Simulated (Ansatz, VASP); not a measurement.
## One calculation of Si2Cl, two programs

```
CELL_PARAMETERS angstrom
3.65598 0.00000 0.00000
0.00000 3.65598 0.00000
0.00000 0.00000 4.54149
ATOMIC_POSITIONS crystal
Si 0.50000 0.50000 0.50000
Si 0.50000 0.50000 0.00000
Cl 0.00000 0.00000 0.50000
```

Alike in both runs: task relaxation of cell and atoms; functional PBE; k mesh 6 × 6 × 4; occupations gaussian, width 0.1 eV; no spin polarisation.

|  | VASP | Ansatz |
| --- | --- | --- |
| version | VASP 6.6.1 | Ansatz 0.2.0 |
| potentials or method | VASP PAW PBE potentials, release 64 (Si, Cl), cutoff 600 eV | scalar-relativistic, plane waves, PAW |
| valence electrons in the cell | 15 | 15 |

Ansatz gave:

```
gap on the k mesh at the Fermi level, each at its own relaxed structure (eV) : none
relaxed volume (Å³/atom)                                                     : 21.46
relaxed cell length with the largest relative difference (Å)                 : 3.562
```

Task: Estimate VASP's values.

Result: gap on the k mesh at the Fermi level, each at its own relaxed structure (eV): none; relaxed volume (Å³/atom): 21.60; relaxed cell length with the largest relative difference (Å): 3.572.

A gap of «none» marks a metal or a gap that the smearing closes.
